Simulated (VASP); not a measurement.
## Cu3O2: relaxation of cell and atoms with LDA

The system is Cu3O2.

```
CELL_PARAMETERS angstrom
-2.02298 2.02298 3.67362
2.02298 -2.02298 3.67362
2.02298 2.02298 -3.67362
ATOMIC_POSITIONS crystal
Cu 0.00000 0.00000 0.00000
Cu 0.75000 0.25000 0.50000
Cu 0.25000 0.75000 0.50000
O 0.50000 0.00000 0.50000
O 0.00000 0.50000 0.50000
```

```json
{
  "Program": "VASP 6.6.1",
  "Task": "relaxation of cell and atoms",
  "Functional": "LDA",
  "Potentials or basis": "VASP PAW LDA potentials, release 64 (Cu_sv_GW, O)",
  "Cutoff": "820 eV",
  "k mesh": "9 × 9 × 9",
  "Occupations": "fermi-dirac, width 0.05 eV",
  "Spin": "no spin polarisation",
  "Dipole correction": "no",
  "Further INCAR settings": "ALGO = Normal; EDIFF = 1e-07; IBRION = 2; EDIFFG = -0.01; NSW = 60; ISIF = 3"
}
```

```json
{
 "Relaxed volume": "11.00 Å³/atom",
 "Relaxed cell": "a = 4.537 Å, b = 4.537 Å, c = 4.537 Å, α = 128.95°, β = 128.95°, γ = 75.09°",
 "Space group after relaxing (to 0.1 Å)": "I4/mmm (No. 139)",
 "Energy gained by relaxing": "39.7 meV/atom",
 "Ionic steps": "11",
 "Pressure after relaxing": "0.0 GPa",
 "Band gap on the k mesh": "zero (an odd number of electrons rules out a gap without spin polarisation)"
}
```

Stress tensor (GPa, compression positive):
```
-0.08  0.00  0.00
 0.00 -0.08  0.00
 0.00  0.00  0.13
```

The path:
```
step  energy change (eV)  largest force (eV/Å)  pressure (GPa)  volume (Å³)
   1              0.0000                0.0000          -12.09        60.14
   2              0.0290                0.0000           14.63        52.57
   3             -0.1712                0.0000           -1.22        56.30
   4             -0.1713                0.0000           -0.97        56.22
   5             -0.1964                0.0000           -0.19        55.27
   6             -0.1983                0.0000            0.19        54.93
   7             -0.1983                0.0000            0.16        54.96
   8             -0.1983                0.0000           -0.25        55.07
   9             -0.1984                0.0000           -0.10        55.00
  10             -0.1983                0.0000            0.01        54.99
  11             -0.1983                0.0000           -0.01        54.99
```

Final structure:
```cif
data_structure
_symmetry_space_group_name_H-M 'P 1'
_symmetry_Int_Tables_number 1
_cell_length_a 4.5370
_cell_length_b 4.5370
_cell_length_c 4.5370
_cell_angle_alpha 128.951
_cell_angle_beta 128.951
_cell_angle_gamma 75.090
_cell_volume 54.99
loop_
_atom_site_label
_atom_site_type_symbol
_atom_site_fract_x
_atom_site_fract_y
_atom_site_fract_z
_atom_site_occupancy
Cu1 Cu 0.00000 0.00000 0.00000 1
Cu2 Cu 0.75000 0.25000 0.50000 1
Cu3 Cu 0.25000 0.75000 0.50000 1
O1 O 0.50000 0.00000 0.50000 1
O2 O 0.00000 0.50000 0.50000 1
```

Levels at points of the mesh, in eV from the Fermi level:
```
           k point  band 32  band 33  band 34  band 35  band 36  band 37  band 38  band 39
(0.00, 0.00, 0.00)    -1.61    -0.94    -0.94     0.44     0.63     5.15     5.15     7.21
```

It took 40 min on 1 thread of Intel(R) Xeon(R) 6975P-C (Granite Rapids) (shared host), peak memory 0.52 GiB.

With open d or f shells a metallic result of LDA can be an artefact of self-interaction; +U or a hybrid may open a gap.
